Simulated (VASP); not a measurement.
# BP (F-43m) in VASP: notebook

Runs on BP. Level: PBE. Tasks: single point.

All numbers are computed with VASP 6.6.1; they aren't measurements. Logs are shortened: lines on timing, memory, paths and dates and some standing lists are left out, and cuts for length are marked.

### Step 1. The cell of the first run

It takes space group F-43m (No. 216, cubic). The conventional cell has a = 4.455 Å, b = 4.455 Å, c = 4.455 Å, α = 90.00°, β = 90.00°, γ = 90.00°. B (site symmetry -43m) has 4 P at 1.93 Å within 2.6 Å. P (site symmetry -43m) has 4 B at 1.93 Å within 2.6 Å.

### Step 2. Single point, PBE (volume scaled by 0.94)

INCAR reads:

```
SYSTEM = BP
PREC = Accurate
ENCUT = 520
EDIFF = 1E-6
ISMEAR = 0
SIGMA = 0.02
LREAL = .FALSE.
LASPH = .TRUE.
NELM = 60
ALGO = Normal
ISIF = 2
LWAVE = .FALSE.
LCHARG = .TRUE.
GGA = PE
LELF = .TRUE.
LVHAR = .TRUE.
NBANDS = 11
```

KPOINTS reads:

```
regular mesh
0
G
  10 10 10
  0 0 0
```

POSCAR reads:

```
BP
1.0
    0.0000000000      2.2277276350      2.2277276350
    2.2277276350      0.0000000000      2.2277276350
    2.2277276350      2.2277276350      0.0000000000
B P
1 1
Direct
    0.0000000000      0.0000000000      0.0000000000
    0.2500000000      0.2500000000      0.2500000000
```

Potentials or basis: VASP PAW PBE potentials, release 64 (B, P).

Launch:

```console
$ cat potpaw_PBE.64/B/POTCAR potpaw_PBE.64/P/POTCAR > POTCAR
$ mpirun -np 1 vasp_std > vasp.out
```

OUTCAR:

```text
SYSTEM = BP
   PREC = Accurate
   ENCUT = 520
   EDIFF = 1E-6
   ISMEAR = 0
   LREAL = .FALSE.
   LASPH = .TRUE.
   NELM = 60
   ISIF = 2
   GGA = PE

 ion  position               nearest neighbor table
   1  0.000  0.000  0.000-   2 1.93   2 1.93   2 1.93   2 1.93
   2  0.250  0.250  0.250-   1 1.93   1 1.93   1 1.93   1 1.93

  LATTYP: Found a face centered cubic cell.
 ALAT       =     4.4554552700

  Lattice vectors:

 A1 = (   0.0000000000,   2.2277276350,   2.2277276350)
 A2 = (   2.2277276350,   0.0000000000,   2.2277276350)
 A3 = (   2.2277276350,   2.2277276350,   0.0000000000)

Analysis of symmetry for initial positions (statically):
=====================================================================
 Subroutine PRICEL returns:
 Original cell was already a primitive cell.

 Routine SETGRP: Setting up the symmetry group for a
 face centered cubic supercell.

 Subroutine GETGRP returns: Found 24 space group operations
 (whereof 24 operations were pure point group operations)
 out of a pool of 48 trial point group operations.

The static configuration has the point symmetry T_d .

Analysis of symmetry for dynamics (positions and initial velocities):
=====================================================================
 Subroutine PRICEL returns:
 Original cell was already a primitive cell.

 Routine SETGRP: Setting up the symmetry group for a
 face centered cubic supercell.

 Subroutine GETGRP returns: Found 24 space group operations
 (whereof 24 operations were pure point group operations)
 out of a pool of 48 trial point group operations.

The dynamic configuration has the point symmetry T_d .

 Subroutine INISYM returns: Found 24 space group operations
 (whereof 24 operations are pure point group operations),
 and found     1 'primitive' translations

----------------------------------------------------------------------------------------

                                     Primitive cell

  volume of cell :      22.1114

  direct lattice vectors                    reciprocal lattice vectors
     0.000000000  2.227727635  2.227727635    -0.224443955  0.224443955  0.224443955
     2.227727635  0.000000000  2.227727635     0.224443955 -0.224443955  0.224443955
     2.227727635  2.227727635  0.000000000     0.224443955  0.224443955 -0.224443955

  length of vectors
     3.150482635  3.150482635  3.150482635     0.388748333  0.388748333  0.388748333

  position of ions in fractional coordinates (direct lattice)
     0.000000000  0.000000000  0.000000000
     0.250000000  0.250000000  0.250000000

  ion indices of the primitive-cell ions
   primitive index   ion index
                 1           1
                 2           2

----------------------------------------------------------------------------------------

 KPOINTS: regular mesh

Automatic generation of k-mesh.
 Grid dimensions read from file:
 generate k-points for:   10   10   10

 Generating k-lattice:

  Cartesian coordinates                     Fractional coordinates (reciprocal lattice)
    -0.022444395  0.022444395  0.022444395     0.100000000  0.000000000  0.000000000
     0.022444395 -0.022444395  0.022444395     0.000000000  0.100000000  0.000000000
     0.022444395  0.022444395 -0.022444395     0.000000000  0.000000000  0.100000000

  Length of vectors
     0.038874833  0.038874833  0.038874833

  Shift w.r.t. Gamma in fractional coordinates (k-lattice)
     0.000000000  0.000000000  0.000000000

 Subroutine IBZKPT returns following result:
 ===========================================

 Found     47 irreducible k-points:

 Following reciprocal coordinates:
            Coordinates               Weight
  0.000000  0.000000  0.000000      1.000000
  0.100000  0.000000  0.000000      8.000000
  0.200000  0.000000  0.000000      8.000000
  0.300000  0.000000  0.000000      8.000000
  0.400000  0.000000  0.000000      8.000000
  0.500000  0.000000  0.000000      4.000000
[... 16 lines left out ...]
  0.300000  0.300000  0.000000      6.000000
  0.400000  0.300000  0.000000     24.000000
 [... further k-points ...]
   k-points           NKPTS =     47   k-points in BZ     NKDIM =     47   number of bands    NBANDS=     11
   number of dos      NEDOS =    301   number of ions     NIONS =      2
   total plane-waves  NPLWV =  13824
   dimension x,y,z NGX =    24 NGY =   24 NGZ =   24
   dimension x,y,z NGXF=    48 NGYF=   48 NGZF=   48
   ions per type =               1   1
   NGX,Y,Z   is equivalent  to a cutoff of  12.66, 12.66, 12.66 a.u.
   NGXF,Y,Z  is equivalent  to a cutoff of  25.33, 25.33, 25.33 a.u.
 SYSTEM =  BP
   PREC   = accura    normal or accurate (medium, high low for compatibility)
   ISTART =      0    job   : 0-new  1-cont  2-samecut
   ICHARG =      2    charge: 1-file 2-atom 10-const
   ISPIN  =      1    spin polarized calculation?
   LNONCOLLINEAR =      F non collinear calculations
   LSORBIT =      F    spin-orbit coupling
   LASPH  =      T    aspherical Exc in radial PAW
   ENCUT  =  520.0 eV  38.22 Ry    6.18 a.u.   5.86  5.86  5.86*2*pi/ulx,y,z
   NELM   =     60;   NELMIN=  2; NELMDL= -5     # of ELM steps
   EDIFF  = 0.1E-05   stopping-criterion for ELM
   LREAL  =      F    real-space projection
   EDIFFG = 0.1E-04   stopping-criterion for IOM
   NSW    =      0    number of steps for IOM
   IBRION =     -1    ionic relax: 0-MD 1-quasi-New 2-CG
   NFREE  =      0    steps in history (QN), initial steepest desc. (CG)
   ISIF   =      2    stress and relaxation
   ISYM   =      2    0-nonsym 1-usesym 2-fastsym
   POTIM  = 0.5000    time-step for ionic-motion
   TEBEG  =    0.0;   TEEND  =   0.0 temperature during run
   PSTRESS=    0.0 pullay stress
   NELECT =       8.0000    total number of electrons
   NUPDOWN=      -1.0000    fix difference up-down
   EMIN   =  10.00;   EMAX   =-10.00  energy-range for DOS
   EFERMI =   0.00;   METHOD = LEGACY
   ISMEAR =     0;   SIGMA  =   0.02  broadening in eV -4-tet -1-fermi 0-gaus
   EFERMI_NEDOS =   21; number of points for ismear=-14 and -15
   IALGO  =     38    algorithm
   IMIX   =      4    mixing-type and parameters
     AMIX     =   0.40;   BMIX     =  1.00
     AMIX_MAG =   1.60;   BMIX_MAG =  1.00
  volume/ion in A,a.u.               =      11.06        74.61
  Fermi-wavevector in a.u.,A,eV,Ry     =   1.166539  2.204440 18.515000  1.360814
  Thomas-Fermi vector in A             =   2.303051
   LORBIT       =      0    0 simple, 1 ext, 2 COOP (PROOUT), +10 PAW based schemes
   GGA     = PE    functional components
   LHFCALC =     F    Hartree Fock is set to
   AEXX    =    0.0000 exact exchange contribution
   IVDW    =     0    specifies the selected vdW correction
   LEPSILON=     F    determine dielectric tensor
   LRPA    =     F    only Hartree local field effects (RPA)
 non-spin polarized calculation
 Gauss-broadening in eV      SIGMA  =   0.02
  energy-cutoff  :      520.00
  volume of cell :       22.11
 maximum number of plane-waves:       610
   NGX = 11   NGY = 11   NGZ = 11

 number of electron       8.0000001 magnetization

 Free energy of the ion-electron system (eV)
  ---------------------------------------------------
  ext. energy  EPLUGINS =         0.00000000
  ---------------------------------------------------
  free energy    TOTEN  =       -12.88510709 eV

  energy without entropy =      -12.88510709  energy(sigma->0) =      -12.88510709

 E-fermi :   8.1928     XC(G=0): -11.1458

 val. band max:        8.0963842559   @ k =   0.0000   0.0000   0.0000
 cond. band min:       9.2592034464   @ k =   0.4000   0.4000   0.0000
 fundamental gap:      1.1628191904
 Fermi energy:         8.1928064533

 k-point     1 :       0.0000    0.0000    0.0000
  band No.  band energies     occupation
      1      -7.8635      2.00000
      2       8.0964      2.00000
      3       8.0964      2.00000
      4       8.0964      2.00000
      5      11.5846      0.00000
      6      11.5846      0.00000
      7      11.5846      0.00000
      8      16.3234      0.00000
      9      19.9954      0.00000
     10      20.3861      0.00000
     11      20.3861      0.00000

 k-point     2 :       0.1000    0.0000    0.0000
  band No.  band energies     occupation
      1      -7.6750      2.00000
      2       6.7542      2.00000
      3       7.7877      2.00000
      4       7.7877      2.00000
      5      12.0129      0.00000
      6      12.0129      0.00000
      7      12.0749      0.00000
      8      16.7847      0.00000
      9      19.6658      0.00000
     10      19.6658      0.00000
     11      20.5957      0.00000

 k-point     3 :       0.2000    0.0000    0.0000
  band No.  band energies     occupation
      1      -7.1161      2.00000
      2       4.3298      2.00000
      3       7.2058      2.00000
      4       7.2058      2.00000
      5      12.3679      0.00000
      6      12.7529      0.00000
      7      12.7529      0.00000
      8      17.7848      0.00000
      9      19.0437      0.00000
     10      19.0437      0.00000
     11      21.4806      0.00000

 k-point     4 :       0.3000    0.0000    0.0000
  band No.  band energies     occupation
      1      -6.2147      2.00000
      2       1.8743      2.00000
      3       6.6999      2.00000
      4       6.6999      2.00000
      5      12.3342      0.00000
      6      13.0518      0.00000
      7      13.0518      0.00000
      8      18.4528      0.00000
      9      19.6835      0.00000
     10      19.6835      0.00000
     11      21.8387      0.00000
[... 239 lines left out ...]
 k-point    22 :      -0.2000    0.2000    0.0000
  band No.  band energies     occupation
      1      -5.9092      2.00000
      2       2.7149      2.00000
      3       3.7091      2.00000
      4       6.8084      2.00000
      5      12.7044      0.00000
      6      13.5621      0.00000
      7      14.7292      0.00000
      8      16.8269      0.00000
      9      17.6440      0.00000
     10      22.1355      0.00000
     11      24.6529      0.00000

 k-point    23 :       0.3000    0.3000    0.0000
  band No.  band energies     occupation
      1      -5.6475      2.00000
      2       3.2109      2.00000
      3       4.7145      2.00000
      4       4.7145      2.00000
      5       9.5794      0.00000
      6      11.9758      0.00000
      7      17.3150      0.00000
      8      17.3150      0.00000
      9      21.8946      0.00000
     10      22.7347      0.00000
     11      25.3671      0.00000

 k-point    24 :       0.4000    0.3000    0.0000
  band No.  band energies     occupation
      1      -4.7772      2.00000
      2       1.8170      2.00000
      3       3.8410      2.00000
      4       4.4079      2.00000
      5       9.8643      0.00000
      6      11.7014      0.00000
      7      17.9376      0.00000
      8      17.9894      0.00000
      9      22.7545      0.00000
     10      23.6803      0.00000
     11      25.9719      0.00000

 [... further k-points ...]
[... 5 lines left out ...]
  --------------------------------------------------------------------------------------
  -------------------------------------------------------------------------------------
  Total        1.5167313      1.5167313      1.5167313     -0.0000000      0.0000000     -0.0000000
  in kB      109.9013301    109.9013301    109.9013301     -0.0000000      0.0000000     -0.0000000
  external PRESSURE =     109.9013301 kB  Pullay stress =       0.0000000 kB

 VOLUME and BASIS-vectors are now :
 -----------------------------------------------------------------------------
  energy-cutoff  :      520.00
  volume of cell :       22.11
      direct lattice vectors                 reciprocal lattice vectors
     0.000000000  2.227727635  2.227727635    -0.224443955  0.224443955  0.224443955
     2.227727635  0.000000000  2.227727635     0.224443955 -0.224443955  0.224443955
     2.227727635  2.227727635  0.000000000     0.224443955  0.224443955 -0.224443955

 POSITION                                       TOTAL-FORCE (eV/Angst)
 -----------------------------------------------------------------------------------
      0.00000      0.00000      0.00000         0.000000     -0.000000     -0.000000
      1.11386      1.11386      1.11386        -0.000000      0.000000      0.000000
 -----------------------------------------------------------------------------------
    total drift:                                0.000000      0.000000      0.000000

  FREE ENERGIE OF THE ION-ELECTRON SYSTEM (eV)
  ---------------------------------------------------
  free  energy   TOTEN  =       -12.8851070917 eV

  energy  without entropy=      -12.8851070917  energy(sigma->0) =      -12.88510709
```

It took 6.9 s on 1 thread of Intel Xeon Platinum 8488C (Sapphire Rapids), shared host; peak memory 0.14 GiB.

What came out:

```
Free energy            : -12.8851 eV
Pressure               : 11.0 GPa
Band gap on the k mesh : 1.16 eV, indirect (least direct gap 3.49 eV)
```

Caveat: the cell differs from its parent crystal (volume scaled by 0.94). A k mesh can miss the band edges.

### Step 3. Single point, PBE

This run uses another cell than the first one, of 11.76 Å³/atom, 1.064 times its volume.

INCAR reads:

```
SYSTEM = BP
PREC = Accurate ; ENCUT = 520
EDIFF = 1E-7 ; ISMEAR = 0
SIGMA = 0.02 ; LREAL = .False.
LASPH = .True. ; NELM = 100
ALGO = Normal ; ISIF = 2
LWAVE = .False. ; LCHARG = .False.
GGA = PE ; NBANDS = 11
```

KPOINTS reads:

```
Automatic mesh
0
Gamma
  10 10 10
  0 0 0
```

POSCAR reads:

```
BP
1.0
    0.0000000000      2.2741519252      2.2741519252
    2.2741519252      0.0000000000      2.2741519252
    2.2741519252      2.2741519252      0.0000000000
B P
1 1
Direct
    0.0000000000      0.0000000000      0.0000000000
    0.2500000000      0.2500000000      0.2500000000
```

Potentials or basis: VASP PAW PBE potentials, release 64 (B, P).

Launch:

```console
$ cat potpaw_PBE.64/B/POTCAR potpaw_PBE.64/P/POTCAR > POTCAR
$ mpirun -np 1 vasp_std > vasp.out
```

It took 6.1 s on 1 thread of Intel Xeon Platinum 8488C (Sapphire Rapids), shared host; peak memory 0.13 GiB.

The run converged. Its results:

- Free energy: -12.9309 eV
- Pressure: -0.2 GPa
- Band gap on the k mesh: 1.25 eV, indirect (least direct gap 3.39 eV)

Levels at points of the mesh, in eV from the valence-band top:
```
           k point  band 2  band 3  band 4  band 5  band 6  band 7
(0.00, 0.00, 0.00)    0.00    0.00    0.00    3.39    3.39    3.39
(0.50, 0.00, 0.00)   -8.98   -1.75   -1.75    3.74    4.71    4.71
(0.50, 0.50, 0.00)   -8.55   -4.09   -4.09    1.35    1.67   12.06
```

### Step 4. Single point, PBE

This run uses another cell than the first one, of 11.76 Å³/atom, 1.064 times its volume.

INCAR reads:

```
PREC = Accurate ; ENCUT = 520
EDIFF = 1E-7 ; ISMEAR = 0
SIGMA = 0.02 ; LREAL = F
LASPH = T ; NELM = 60
ALGO = Normal ; ISIF = 2
LWAVE = F ; LCHARG = F
GGA = PE ; NBANDS = 11
```

KPOINTS reads:

```
regular mesh
0
Gamma
  10 10 10
```

POSCAR is that of step 3.

Launch:

```console
$ cat potpaw_PBE.64/B/POTCAR potpaw_PBE.64/P/POTCAR > POTCAR
$ mpirun -np 1 vasp_std > vasp.out
```

Run time: 7.2 s. Hardware: 1 thread of Intel Xeon Platinum 8488C (Sapphire Rapids), shared host; peak memory 0.13 GiB.

It converged, with:

| Item | Value |
| --- | --- |
| Free energy | -12.9309 eV |
| Pressure | -0.2 GPa |
| Band gap on the k mesh | 1.25 eV, indirect (least direct gap 3.39 eV) |

Levels at points of the mesh, in eV from the valence-band top:
| k point | band 1 | band 2 | band 3 | band 4 | band 5 | band 6 | band 7 | band 8 |
| --- | --- | --- | --- | --- | --- | --- | --- | --- |
| (0.00, 0.00, 0.00) | -15.40 | 0.00 | 0.00 | 0.00 | 3.39 | 3.39 | 3.39 | 7.27 |
| (0.50, 0.00, 0.00) | -12.10 | -8.98 | -1.75 | -1.75 | 3.74 | 4.71 | 4.71 | 10.10 |
| (0.50, 0.50, 0.00) | -10.58 | -8.55 | -4.09 | -4.09 | 1.35 | 1.67 | 12.06 | 12.06 |

A k mesh can miss the band edges.

### Step 5. Single point, PBE (volume scaled by 0.97)

INCAR reads:

```
SYSTEM = BP
PREC = Accurate
ENCUT = 520
EDIFF = 1E-7
ISMEAR = 0
SIGMA = 0.02
LREAL = .False.
LASPH = .True.
NELM = 80
ALGO = Normal
ISIF = 2
LWAVE = .False.
LCHARG = .True.
GGA = PE
LELF = .True.
LVHAR = .True.
NBANDS = 11
```

KPOINTS reads:

```
Automatic mesh
0
Gamma
  10 10 10
  0 0 0
```

POSCAR reads:

```
BP
1.0
    0.0000000000      2.2511791230      2.2511791230
    2.2511791230      0.0000000000      2.2511791230
    2.2511791230      2.2511791230      0.0000000000
B P
1 1
Direct
    0.0000000000      0.0000000000      0.0000000000
    0.2500000000      0.2500000000      0.2500000000
```

Launch:

```console
$ cat potpaw_PBE.64/B/POTCAR potpaw_PBE.64/P/POTCAR > POTCAR
$ mpirun -np 1 vasp_std > vasp.out
```

Wall time 7.5 s (1 thread of Intel Xeon Platinum 8488C (Sapphire Rapids), shared host); peak memory 0.13 GiB.

Results (log left out):

```
Free energy            : -12.9203 eV
Pressure               : 5.0 GPa
Band gap on the k mesh : 1.21 eV, indirect (least direct gap 3.44 eV)
```

Levels at points of the mesh, in eV from the valence-band top:
```csv
k point,band 2,band 3,band 4,band 5,band 6,band 7
"(0.00, 0.00, 0.00)",0.00,0.00,0.00,3.44,3.44,3.44
"(0.50, 0.00, 0.00)",-9.20,-1.79,-1.79,3.92,4.73,4.73
"(0.50, 0.50, 0.00)",-8.71,-4.20,-4.20,1.28,1.64,12.35
```

Caveat: the cell differs from its parent crystal (volume scaled by 0.97). A k mesh can miss the band edges.

### Step 6. Single point, PBE (volume scaled by 1.03)

INCAR reads:

```
ALGO = Normal ; EDIFF = 1E-6
ENCUT = 520 ; GGA = PE
ISIF = 2 ; ISMEAR = 0
LASPH = T ; LCHARG = F
LREAL = F ; LWAVE = F
NBANDS = 11 ; NELM = 100
PREC = Accurate ; SIGMA = 0.02
```

KPOINTS reads:

```
k-points
0
Gamma
  10 10 10
```

POSCAR reads:

```
BP
1.0
    0.0000000000      2.2966697453      2.2966697453
    2.2966697453      0.0000000000      2.2966697453
    2.2966697453      2.2966697453      0.0000000000
B P
1 1
Direct
    0.0000000000      0.0000000000      0.0000000000
    0.2500000000      0.2500000000      0.2500000000
```

Potentials or basis: VASP PAW PBE potentials, release 64 (B, P).

Launch:

```console
$ cat potpaw_PBE.64/B/POTCAR potpaw_PBE.64/P/POTCAR > POTCAR
$ mpirun -np 1 vasp_std > vasp.out
```

Run time: 5.9 s. Hardware: 1 thread of Intel Xeon Platinum 8488C (Sapphire Rapids), shared host; peak memory 0.14 GiB.

It converged, with:

```
Free energy            : -12.9201 eV
Pressure               : -4.7 GPa
Band gap on the k mesh : 1.29 eV, indirect (least direct gap 3.35 eV)
```

Levels at points of the mesh, in eV from the valence-band top:
```tsv
k point	band 1	band 2	band 3	band 4	band 5	band 6	band 7	band 8
(0.00, 0.00, 0.00)	-15.14	0.00	0.00	0.00	3.35	3.35	3.35	6.83
(0.50, 0.00, 0.00)	-11.95	-8.78	-1.71	-1.71	3.57	4.69	4.69	10.00
(0.50, 0.50, 0.00)	-10.48	-8.40	-3.98	-3.98	1.40	1.69	11.79	11.79
```

Caveat: the cell differs from its parent crystal (volume scaled by 1.03).

### Step 7. Overview

| cell | gap on the mesh (eV) | pressure (GPa) |
| --- | --- | --- |
| a = 3.150 Å, angles 60.0°, 2 atoms | 1.16 | 11.0 |
| a = 3.216 Å, angles 60.0°, 2 atoms | 1.25 | -0.2 |
| a = 3.184 Å, angles 60.0°, 2 atoms | 1.21 | 5.0 |
| a = 3.248 Å, angles 60.0°, 2 atoms | 1.29 | -4.7 |

Alike in all rows: task single point; level PBE; potentials or basis VASP PAW PBE potentials, release 64 (B, P); no spin polarisation; k mesh 10 × 10 × 10; cutoff (eV) 520; smearing gaussian 0.02 eV.

Absolute energies hang on the potentials; compare differences alone.
